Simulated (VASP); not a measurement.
# BaTiO3 (R3m) in VASP: a series of runs

The runs below take BaTiO3 through single point, with LDA.

Everything below comes from runs of VASP 6.6.1. Logs are shortened: lines on timing, memory, paths and dates and some standing lists are left out, and cuts for length are marked.

## Step 1: The cell of the first run

It takes space group R3m (No. 160, trigonal). Conventional cell: a = 5.655 Å, b = 5.655 Å, c = 6.955 Å, α = 90.00°, β = 90.00°, γ = 120.00°. Ba (site symmetry 3m) has 12 O at 2.79 to 2.89 Å and 8 Ti at 3.37 to 3.59 Å within 3.7 Å. Within 2.5 Å of Ti (site symmetry 3m) lie 6 O at 1.87 to 2.14 Å. Within 2.5 Å of O (site symmetry m) lie 2 Ti at 1.87 to 2.14 Å.

## Step 2: Single point, LDA

File POSCAR:

```
BaTiO3
1.0
    2.8273666084      1.6323808724      2.3183934932
   -2.8273666084      1.6323808724      2.3183934932
    0.0000000000     -3.2647617449      2.3183934932
Ba Ti O
1 1 3
Direct
    0.0000000000      0.0000000000      0.0000000000
    0.4845000000      0.4845000000      0.4845000000
    0.5086000000      0.0175000000      0.5086000000
    0.0175000000      0.5086000000      0.5086000000
    0.5086000000      0.5086000000      0.0175000000
```

File INCAR.step1:

```
SYSTEM = BaTiO3
  GGA = CA
  ISMEAR = 0
  SIGMA = 0.03
  LWAVE = .FALSE.
  LCHARG = .TRUE.
  NBANDS = 42
  PREC = Accurate
  LASPH = .TRUE.
  LREAL = .FALSE.
  ALGO = Normal
  EDIFF = 1E-6
  NELM = 120
  GGA_COMPAT = .FALSE.
  ENCUT = 460
  EFERMI = MIDGAP
  LMAXMIX = 4
  KPAR = 4
```

File KPOINTS.step1:

```
k-points
0
Gamma
  6 6 6
```

File INCAR.step2:

```
SYSTEM = BaTiO3
  GGA = CA
  ISMEAR = -5
  LWAVE = .FALSE.
  LCHARG = .FALSE.
  NBANDS = 42
  PREC = Accurate
  LASPH = .TRUE.
  LREAL = .FALSE.
  ALGO = Normal
  EDIFF = 1E-6
  NELM = 120
  GGA_COMPAT = .FALSE.
  ENCUT = 460
  EFERMI = MIDGAP
  LMAXMIX = 4
  NEDOS = 2001
  LORBIT = 11
  EMIN = -12.398
  EMAX = 12.602
  ICHARG = 11
  KPAR = 4
```

File KPOINTS.step2:

```
Automatic mesh
0
Gamma
  9 9 9
  0 0 0
```

Potentials or basis: VASP PAW LDA potentials, release 64 (Ba_sv, Ti_sv, O).

Command:

```bash
cat potpaw_LDA.64/Ba_sv/POTCAR potpaw_LDA.64/Ti_sv/POTCAR potpaw_LDA.64/O/POTCAR > POTCAR
cp INCAR.step1 INCAR
cp KPOINTS.step1 KPOINTS
mpirun -np 4 vasp_std > vasp.out
cp INCAR.step2 INCAR
cp KPOINTS.step2 KPOINTS
mpirun -np 4 vasp_std > vasp.out
```

OUTCAR:

```text
SYSTEM = BaTiO3
   GGA = CA
   ISMEAR = -5
   PREC = Accurate
   LASPH = .TRUE.
   LREAL = .FALSE.
   EDIFF = 1E-6
   NELM = 120
   ENCUT = 460
   EFERMI = MIDGAP
   LORBIT = 11
   EMIN = -12.398
   ICHARG = 11

 Found     85 irreducible k-points:

 Following reciprocal coordinates:
            Coordinates               Weight
  0.000000  0.000000  0.000000      1.000000
  0.111111  0.000000  0.000000      6.000000
  0.222222  0.000000  0.000000      6.000000
  0.333333  0.000000  0.000000      6.000000
  0.444444  0.000000  0.000000      6.000000
  0.111111  0.111111  0.000000      6.000000
   k-points           NKPTS =     85   k-points in BZ     NKDIM =     85   number of bands    NBANDS=     42
   number of dos      NEDOS =   2001   number of ions     NIONS =      5
   total plane-waves  NPLWV =  21952
   dimension x,y,z NGX =    28 NGY =   28 NGZ =   28
   dimension x,y,z NGXF=    56 NGYF=   56 NGZF=   56
   ions per type =               1   1   3
   NGX,Y,Z   is equivalent  to a cutoff of  11.63, 11.63, 11.63 a.u.
   NGXF,Y,Z  is equivalent  to a cutoff of  23.25, 23.25, 23.25 a.u.
 SYSTEM =  BaTiO3
   PREC   = accura    normal or accurate (medium, high low for compatibility)
   ISTART =      0    job   : 0-new  1-cont  2-samecut
   ICHARG =     11    charge: 1-file 2-atom 10-const
   ISPIN  =      1    spin polarized calculation?
   LNONCOLLINEAR =      F non collinear calculations
   LSORBIT =      F    spin-orbit coupling
   LASPH  =      T    aspherical Exc in radial PAW
   ENCUT  =  460.0 eV  33.81 Ry    5.81 a.u.   7.00  7.00  7.00*2*pi/ulx,y,z
   NELM   =    120;   NELMIN=  2; NELMDL=  0     # of ELM steps
   EDIFF  = 0.1E-05   stopping-criterion for ELM
   LREAL  =      F    real-space projection
   EDIFFG = 0.1E-04   stopping-criterion for IOM
   NSW    =      0    number of steps for IOM
   IBRION =     -1    ionic relax: 0-MD 1-quasi-New 2-CG
   NFREE  =      0    steps in history (QN), initial steepest desc. (CG)
   ISIF   =      2    stress and relaxation
   ISYM   =      2    0-nonsym 1-usesym 2-fastsym
   POTIM  = 0.5000    time-step for ionic-motion
   TEBEG  =    0.0;   TEEND  =   0.0 temperature during run

   SCALEE = 1.0000    scale energy and forces
   PSTRESS=    0.0 pullay stress
   NELECT =      40.0000    total number of electrons
   NUPDOWN=      -1.0000    fix difference up-down
   EMIN   = -12.40;   EMAX   = 12.60  energy-range for DOS
   EFERMI =   0.00;   METHOD = MIDGAP
   ISMEAR =    -5;   SIGMA  =   0.20  broadening in eV -4-tet -1-fermi 0-gaus
   EFERMI_NEDOS =   21; number of points for ismear=-14 and -15
   IALGO  =     38    algorithm
   IMIX   =      4    mixing-type and parameters
     AMIX     =   0.40;   BMIX     =  1.00
     AMIX_MAG =   1.60;   BMIX_MAG =  1.00
  volume/ion in A,a.u.               =      12.84        86.65
  Fermi-wavevector in a.u.,A,eV,Ry     =   1.398237  2.642285 26.600301  1.955067
  Thomas-Fermi vector in A             =   2.521415
   LORBIT       =     11    0 simple, 1 ext, 2 COOP (PROOUT), +10 PAW based schemes
   GGA     = CA    functional components
   LHFCALC =     F    Hartree Fock is set to
   AEXX    =    0.0000 exact exchange contribution
   IVDW    =     0    specifies the selected vdW correction
   LEPSILON=     F    determine dielectric tensor
   LRPA    =     F    only Hartree local field effects (RPA)

   CSHIFT  =0.1000    complex shift for real part using Kramers Kronig

   OMEGAMAX=  -1.0    maximum frequency
 non-spin polarized calculation
 Fermi weights with tetrahedron method with Bloechl corrections
  energy-cutoff  :      460.00
  volume of cell :       64.20
 maximum number of plane-waves:      1451

 number of electron      39.9999983 magnetization

 Free energy of the ion-electron system (eV)
  ---------------------------------------------------
  ext. energy  EPLUGINS =         0.00000000
  ---------------------------------------------------
  free energy    TOTEN  =       -44.14847739 eV

  energy without entropy =      -44.14847739  energy(sigma->0) =      -44.14847739

 E-fermi :   4.5839     XC(G=0): -11.7155

 val. band max:        3.4180001759   @ k =   0.4444   0.4444   0.4444
 cond. band min:       5.7498251867   @ k =   0.0000   0.0000   0.0000
 fundamental gap:      2.3318250108
 Fermi energy:         4.5839126813

 k-point     1 :       0.0000    0.0000    0.0000
  band No.  band energies     occupation
      1     -52.0930      2.00000
      2     -28.7554      2.00000
      3     -28.7554      2.00000
      4     -28.7471      2.00000
      5     -21.1929      2.00000
      6     -13.0562      2.00000
[... 24 lines left out ...]
     31      12.0153      0.00000
     32      17.6970      0.00000

 k-point     2 :       0.1111    0.0000    0.0000
  band No.  band energies     occupation
      1     -52.0929      2.00000
      2     -28.7605      2.00000
      3     -28.7551      2.00000
      4     -28.7482      2.00000
      5     -21.1790      2.00000
      6     -13.0637      2.00000
[... 24 lines left out ...]
     31      12.1465      0.00000
     32      17.6880      0.00000
[... 103 lines left out ...]
     31      14.5266      0.00000
     32      16.8293      0.00000

 k-point     6 :       0.1111    0.1111    0.0000
  band No.  band energies     occupation
      1     -52.0928      2.00000
      2     -28.7614      2.00000
      3     -28.7586      2.00000
      4     -28.7498      2.00000
      5     -21.1657      2.00000
      6     -13.0610      2.00000
[... 24 lines left out ...]
     31      12.2969      0.00000
     32      17.7129      0.00000

 [... further k-points ...]

 [bands above 32 left out]

------------------------ aborting loop because EDIFF is reached ----------------------------------------

  FORCE on cell =-STRESS in cart. coord.  units (eV):
  Direction    XX          YY          ZZ          XY          YZ          ZX
  --------------------------------------------------------------------------------------
  -------------------------------------------------------------------------------------
  Total       -1.8264272     -1.8264272     -1.8861571      0.0000000      0.0000000      0.0000000
  in kB      -45.5796426    -45.5796426    -47.0702400      0.0000000      0.0000000      0.0000000
  external PRESSURE =     -46.0765084 kB  Pullay stress =       0.0000000 kB

 VOLUME and BASIS-vectors are now :
 -----------------------------------------------------------------------------
  energy-cutoff  :      460.00
  volume of cell :       64.20
      direct lattice vectors                 reciprocal lattice vectors
     2.827366608  1.632380872  2.318393493     0.176843002  0.102100355  0.143777721
    -2.827366608  1.632380872  2.318393493    -0.176843002  0.102100355  0.143777721
     0.000000000 -3.264761745  2.318393493     0.000000000 -0.204200710  0.143777721

 POSITION                                       TOTAL-FORCE (eV/Angst)
 -----------------------------------------------------------------------------------
      0.00000      0.00000      0.00000         0.000000      0.000000     -0.143128
      0.00000     -0.00000      3.36978         0.000000     -0.000000      0.103394
      1.38852     -0.80166      2.39884         0.038494     -0.022225      0.013245
     -1.38852     -0.80166      2.39884        -0.038494     -0.022225      0.013245
      0.00000      1.60332      2.39884         0.000000      0.044449      0.013245
 -----------------------------------------------------------------------------------
    total drift:                                0.000000     -0.000003      0.000080

  FREE ENERGIE OF THE ION-ELECTRON SYSTEM (eV)
  ---------------------------------------------------
  free  energy   TOTEN  =       -44.1484773871 eV

  energy  without entropy=      -44.1484773871  energy(sigma->0) =      -44.14847739

 total charge

# of ion       s       p       d       tot
------------------------------------------
    1        2.005   5.635   0.337   7.977
    2        2.227   6.286   1.816  10.329
    3        1.562   3.452   0.000   5.013
    4        1.562   3.452   0.000   5.013
    5        1.562   3.452   0.000   5.013
--------------------------------------------------
tot          8.916  22.277   2.153  33.346
```

It took 21 s on 4 MPI ranks of Intel Xeon 6975P-C (Granite Rapids), shared host; peak memory 0.25 GiB.

Results:

```
Band gap on the k mesh                                : 2.33 eV (least direct gap 2.69 eV)
Valence electrons inside the program's atomic spheres : Ba 7.98; Ti 10.33; O 5.01
```

Caveat: the cutoff is under 1.25 times the usual one of these potentials, so pressure, stress and relaxed cells hold a basis-set (Pulay) error; spin-orbit coupling is left out, which moves the levels of the heavy elements.

## Step 3: Single point, LDA

POSCAR is that of step 2.

INCAR.step1, as its differences from that of step 2:

```diff
@@ -14,3 +14,3 @@
   GGA_COMPAT = .FALSE.
-  ENCUT = 460
+  ENCUT = 640
   EFERMI = MIDGAP
```

KPOINTS.step1 is that of step 2.

INCAR.step2, as its differences from that of step 2:

```diff
@@ -13,9 +13,9 @@
   GGA_COMPAT = .FALSE.
-  ENCUT = 460
+  ENCUT = 640
   EFERMI = MIDGAP
   LMAXMIX = 4
-  NEDOS = 2001
+  NEDOS = 4001
   LORBIT = 11
-  EMIN = -12.398
-  EMAX = 12.602
+  EMIN = -12.3992
+  EMAX = 12.6008
   ICHARG = 11
```

File KPOINTS.step2:

```
Automatic mesh
0
Gamma
  16 16 16
  0 0 0
```

Potentials or basis: VASP PAW LDA potentials, release 64 (Ba_sv, Ti_sv, O).

Command:

```bash
cat potpaw_LDA.64/Ba_sv/POTCAR potpaw_LDA.64/Ti_sv/POTCAR potpaw_LDA.64/O/POTCAR > POTCAR
cp INCAR.step1 INCAR
cp KPOINTS.step1 KPOINTS
mpirun -np 4 vasp_std > vasp.out
cp INCAR.step2 INCAR
cp KPOINTS.step2 KPOINTS
mpirun -np 4 vasp_std > vasp.out
```

It took 1.8 min on 4 MPI ranks of Intel Xeon 6975P-C (Granite Rapids), shared host; peak memory 1.1 GiB.

It converged, with:

- Band gap on the k mesh: 2.30 eV (least direct gap 2.67 eV)
- Valence electrons inside the program's atomic spheres: Ba 7.98; Ti 10.33; O 5.00

Levels at points of the mesh, in eV from the valence-band top:
```csv
k point,band 16,band 17,band 18,band 19,band 20,band 21,band 22,band 23,band 24,band 25
"(0.00, 0.00, 0.00)",-1.33,-1.08,-0.54,-0.39,-0.39,2.30,2.30,2.44,4.51,4.51
"(0.50, 0.00, 0.00)",-2.13,-1.72,-1.66,-0.97,-0.83,2.48,3.75,3.85,4.47,6.17
"(0.50, 0.50, 0.00)",-2.76,-1.63,-0.89,-0.85,-0.09,3.83,3.83,4.16,5.08,7.78
```

Caveat: spin-orbit coupling is left out, which moves the levels of the heavy elements.
